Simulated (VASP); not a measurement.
# Se (Im-3m) in VASP: a series of runs

The runs below take Se through single point, relaxation of cell and atoms, with PBEsol.

Everything below comes from runs of VASP 6.6.1. Logs are shortened: lines on timing, memory, paths and dates and some standing lists are left out, and cuts for length are marked.

**1. The cell of the first run**

The structure is cubic, space group Im-3m (No. 229). Conventional cell: a = 2.827 Å, b = 2.827 Å, c = 2.827 Å, α = 90.00°, β = 90.00°, γ = 90.00°. Se (site symmetry m-3m) has 14 Se at 2.45 to 2.83 Å within 3.2 Å.

**2. Single point, PBEsol**

File INCAR:

```
SYSTEM = Se
  PREC = Accurate
  ENCUT = 520
  EDIFF = 1E-7
  ISMEAR = 0
  SIGMA = 0.1
  LREAL = .FALSE.
  LASPH = .TRUE.
  NELM = 100
  ALGO = Normal
  ISIF = 2
  LWAVE = .FALSE.
  LCHARG = .TRUE.
  GGA = PS
  LELF = .TRUE.
  LVHAR = .TRUE.
  NBANDS = 9
```

File KPOINTS:

```
Automatic mesh
0
G
  24 24 24
  0 0 0
```

File POSCAR:

```
Se
1.0
   -1.4133917045      1.4133917045      1.4133917045
    1.4133917045     -1.4133917045      1.4133917045
    1.4133917045      1.4133917045     -1.4133917045
Se
1
Direct
    0.0000000000      0.0000000000      0.0000000000
```

Potentials or basis: VASP PAW PBE potentials, release 64 (Se).

On the command line:

```
$ cat potpaw_PBE.64/Se/POTCAR > POTCAR
$ mpirun -np 1 vasp_std > vasp.out
```

OUTCAR:

```text
SYSTEM = Se
   PREC = Accurate
   ENCUT = 520
   EDIFF = 1E-7
   ISMEAR = 0
   LREAL = .FALSE.
   LASPH = .TRUE.
   NELM = 100
   ISIF = 2
   GGA = PS

 ion  position               nearest neighbor table
   1  0.000  0.000  0.000-

  LATTYP: Found a body centered cubic cell.
 ALAT       =     2.8267834090

  Lattice vectors:

 A1 = (  -1.4133917045,   1.4133917045,   1.4133917045)
 A2 = (   1.4133917045,  -1.4133917045,   1.4133917045)
 A3 = (   1.4133917045,   1.4133917045,  -1.4133917045)

Analysis of symmetry for initial positions (statically):
=====================================================================
 Subroutine PRICEL returns:
 Original cell was already a primitive cell.

 Routine SETGRP: Setting up the symmetry group for a
 body centered cubic supercell.

 Subroutine GETGRP returns: Found 48 space group operations
 (whereof 48 operations were pure point group operations)
 out of a pool of 48 trial point group operations.

The static configuration has the point symmetry O_h .

Analysis of symmetry for dynamics (positions and initial velocities):
=====================================================================
 Subroutine PRICEL returns:
 Original cell was already a primitive cell.

 Routine SETGRP: Setting up the symmetry group for a
 body centered cubic supercell.

 Subroutine GETGRP returns: Found 48 space group operations
 (whereof 48 operations were pure point group operations)
 out of a pool of 48 trial point group operations.

The dynamic configuration has the point symmetry O_h .

 Subroutine INISYM returns: Found 48 space group operations
 (whereof 48 operations are pure point group operations),
 and found     1 'primitive' translations

----------------------------------------------------------------------------------------

                                     Primitive cell

  volume of cell :      11.2940

  direct lattice vectors                    reciprocal lattice vectors
    -1.413391704  1.413391704  1.413391704     0.000000000  0.353758975  0.353758975
     1.413391704 -1.413391704  1.413391704     0.353758975  0.000000000  0.353758975
     1.413391704  1.413391704 -1.413391704     0.353758975  0.353758975  0.000000000

  length of vectors
     2.448066243  2.448066243  2.448066243     0.500290740  0.500290740  0.500290740

  position of ions in fractional coordinates (direct lattice)
     0.000000000  0.000000000  0.000000000

  ion indices of the primitive-cell ions
   primitive index   ion index
                 1           1

----------------------------------------------------------------------------------------

 KPOINTS: Automatic mesh

Automatic generation of k-mesh.
 Grid dimensions read from file:
 generate k-points for:   24   24   24

 Generating k-lattice:

  Cartesian coordinates                     Fractional coordinates (reciprocal lattice)
     0.000000000  0.014739957  0.014739957     0.041666667  0.000000000  0.000000000
     0.014739957  0.000000000  0.014739957     0.000000000  0.041666667  0.000000000
     0.014739957  0.014739957  0.000000000     0.000000000  0.000000000  0.041666667

  Length of vectors
     0.020845447  0.020845447  0.020845447

  Shift w.r.t. Gamma in fractional coordinates (k-lattice)
     0.000000000  0.000000000  0.000000000

 Subroutine IBZKPT returns following result:
 ===========================================

 Found    413 irreducible k-points:

 Following reciprocal coordinates:
            Coordinates               Weight
  0.000000  0.000000  0.000000      1.000000
  0.041667  0.000000  0.000000     12.000000
  0.083333  0.000000  0.000000     12.000000
  0.125000  0.000000  0.000000     12.000000
  0.166667  0.000000  0.000000     12.000000
  0.208333  0.000000  0.000000     12.000000
[... 16 lines left out ...]
  0.416667  0.041667  0.000000     48.000000
  0.458333  0.041667  0.000000     48.000000
 [... further k-points ...]
   k-points           NKPTS =    413   k-points in BZ     NKDIM =    413   number of bands    NBANDS=      9
   number of dos      NEDOS =    301   number of ions     NIONS =      1
   total plane-waves  NPLWV =   5832
   dimension x,y,z NGX =    18 NGY =   18 NGZ =   18
   dimension x,y,z NGXF=    36 NGYF=   36 NGZF=   36
   ions per type =               1
   NGX,Y,Z   is equivalent  to a cutoff of  12.22, 12.22, 12.22 a.u.
   NGXF,Y,Z  is equivalent  to a cutoff of  24.45, 24.45, 24.45 a.u.
 SYSTEM =  Se
   PREC   = accura    normal or accurate (medium, high low for compatibility)
   ISTART =      0    job   : 0-new  1-cont  2-samecut
   ICHARG =      2    charge: 1-file 2-atom 10-const
   ISPIN  =      1    spin polarized calculation?
   LNONCOLLINEAR =      F non collinear calculations
   LSORBIT =      F    spin-orbit coupling
   LASPH  =      T    aspherical Exc in radial PAW
   ENCUT  =  520.0 eV  38.22 Ry    6.18 a.u.   4.55  4.55  4.55*2*pi/ulx,y,z
   NELM   =    100;   NELMIN=  2; NELMDL= -5     # of ELM steps
   EDIFF  = 0.1E-06   stopping-criterion for ELM
   LREAL  =      F    real-space projection
   EDIFFG = 0.1E-05   stopping-criterion for IOM
   NSW    =      0    number of steps for IOM
   IBRION =     -1    ionic relax: 0-MD 1-quasi-New 2-CG
   NFREE  =      0    steps in history (QN), initial steepest desc. (CG)
   ISIF   =      2    stress and relaxation
   ISYM   =      2    0-nonsym 1-usesym 2-fastsym
   POTIM  = 0.5000    time-step for ionic-motion
   TEBEG  =    0.0;   TEEND  =   0.0 temperature during run
   PSTRESS=    0.0 pullay stress
   NELECT =       6.0000    total number of electrons
   NUPDOWN=      -1.0000    fix difference up-down
   EMIN   =  10.00;   EMAX   =-10.00  energy-range for DOS
   EFERMI =   0.00;   METHOD = LEGACY
   ISMEAR =     0;   SIGMA  =   0.10  broadening in eV -4-tet -1-fermi 0-gaus
   EFERMI_NEDOS =   21; number of points for ismear=-14 and -15
   IALGO  =     38    algorithm
   IMIX   =      4    mixing-type and parameters
     AMIX     =   0.40;   BMIX     =  1.00
     AMIX_MAG =   1.60;   BMIX_MAG =  1.00
  volume/ion in A,a.u.               =      11.29        76.22
  Fermi-wavevector in a.u.,A,eV,Ry     =   1.325896  2.505580 23.919036  1.758000
  Thomas-Fermi vector in A             =   2.455323
   LORBIT       =      0    0 simple, 1 ext, 2 COOP (PROOUT), +10 PAW based schemes
   GGA     = PS    functional components
   LHFCALC =     F    Hartree Fock is set to
   AEXX    =    0.0000 exact exchange contribution
   IVDW    =     0    specifies the selected vdW correction
   LEPSILON=     F    determine dielectric tensor
   LRPA    =     F    only Hartree local field effects (RPA)
 non-spin polarized calculation
 Gauss-broadening in eV      SIGMA  =   0.10
  energy-cutoff  :      520.00
  volume of cell :       11.29
 maximum number of plane-waves:       321
   NGX =  9   NGY =  9   NGZ =  9

 number of electron       6.0000000 magnetization

 Free energy of the ion-electron system (eV)
  ---------------------------------------------------
  ext. energy  EPLUGINS =         0.00000000
  ---------------------------------------------------
  free energy    TOTEN  =        -1.06741312 eV

  energy without entropy =       -1.06532726  energy(sigma->0) =       -1.06637019

 E-fermi :  14.8490     XC(G=0): -13.5265

 val. band max:       14.8236744883   @ k =  -0.2500   0.2500   0.1667
 cond. band min:      14.8526738765   @ k =  -0.3750   0.4167   0.2083
 fundamental gap:      0.0289993882
 Fermi energy:        14.8489769673

 k-point     1 :       0.0000    0.0000    0.0000
  band No.  band energies     occupation
      1      -8.8733      2.00000
      2      22.2190      0.00000
      3      22.2190      0.00000
      4      22.2190      0.00000
      5      28.8261      0.00000
      6      28.8261      0.00000
      7      28.8261      0.00000
      8      32.5624      0.00000
      9      32.5624      0.00000

 k-point     2 :       0.0417    0.0000    0.0000
  band No.  band energies     occupation
      1      -8.8085      2.00000
      2      21.6845      0.00000
      3      21.9241      0.00000
      4      22.1531      0.00000
      5      28.4419      0.00000
      6      28.7150      0.00000
      7      29.2290      0.00000
      8      31.3833      0.00000
      9      31.9040      0.00000

 k-point     3 :       0.0833    0.0000    0.0000
  band No.  band energies     occupation
      1      -8.6141      2.00000
      2      20.2901      0.00000
      3      21.2000      0.00000
      4      21.9589      0.00000
      5      27.6058      0.00000
      6      28.1134      0.00000
      7      30.2773      0.00000
      8      30.9963      0.00000
      9      31.2956      0.00000

 k-point     4 :       0.1250    0.0000    0.0000
  band No.  band energies     occupation
      1      -8.2902      2.00000
      2      18.4061      0.00000
      3      20.2976      0.00000
      4      21.6500      0.00000
      5      26.6676      0.00000
      6      27.1869      0.00000
      7      30.9606      0.00000
      8      31.2964      0.00000
      9      31.7209      0.00000
[... 205 lines left out ...]
 k-point    22 :       0.3750    0.0417    0.0000
  band No.  band energies     occupation
      1      -3.0590      2.00000
      2       5.0536      2.00000
      3      15.3894      0.00000
      4      18.5495      0.00000
      5      22.9341      0.00000
      6      23.7393      0.00000
      7      33.7716      0.00000
      8      37.0668      0.00000
      9      40.7285      0.00000

 k-point    23 :       0.4167    0.0417    0.0000
  band No.  band energies     occupation
      1      -1.8694      2.00000
      2       3.3792      2.00000
      3      15.1209      0.00012
      4      18.3496      0.00000
      5      22.7129      0.00000
      6      23.5344      0.00000
      7      34.8616      0.00000
      8      38.1646      0.00000
      9      39.3065      0.00000

 k-point    24 :       0.4583    0.0417    0.0000
  band No.  band energies     occupation
      1      -0.8097      2.00000
      2       2.0761      2.00000
      3      14.9861      0.05241
      4      18.2482      0.00000
      5      22.6021      0.00000
      6      23.4315      0.00000
      7      35.9188      0.00000
      8      37.9906      0.00000
      9      39.3372      0.00000

 [... further k-points ...]
[... 5 lines left out ...]
  --------------------------------------------------------------------------------------
  -------------------------------------------------------------------------------------
  Total       10.6142477     10.6142477     10.6142477     -0.0000000      0.0000000      0.0000000
  in kB     1505.7476544   1505.7476544   1505.7476544     -0.0000000      0.0000000      0.0000000
  external PRESSURE =    1505.7476544 kB  Pullay stress =       0.0000000 kB

 VOLUME and BASIS-vectors are now :
 -----------------------------------------------------------------------------
  energy-cutoff  :      520.00
  volume of cell :       11.29
      direct lattice vectors                 reciprocal lattice vectors
    -1.413391704  1.413391704  1.413391704     0.000000000  0.353758975  0.353758975
     1.413391704 -1.413391704  1.413391704     0.353758975  0.000000000  0.353758975
     1.413391704  1.413391704 -1.413391704     0.353758975  0.353758975  0.000000000

 POSITION                                       TOTAL-FORCE (eV/Angst)
 -----------------------------------------------------------------------------------
      0.00000      0.00000      0.00000        -0.000000     -0.000000      0.000000
 -----------------------------------------------------------------------------------
    total drift:                                0.000000     -0.000000      0.000000

  FREE ENERGIE OF THE ION-ELECTRON SYSTEM (eV)
  ---------------------------------------------------
  free  energy   TOTEN  =        -1.0674131205 eV

  energy  without entropy=       -1.0653272611  energy(sigma->0) =       -1.06637019
```

Run time: 29 s. Hardware: 1 thread of Intel Xeon Platinum 8488C (Sapphire Rapids), shared host; peak memory 0.15 GiB.

Results:

```
Free energy            : -1.0674 eV
Pressure               : 150.6 GPa
Band gap on the k mesh : zero (band 3 reaches 22.22 eV, above the bottom of band 4 at 6.59 eV)
```

Caveat: the PAW data sets were made with another functional, which shifts forces and pressure a little.

[end of part 1 of 2]
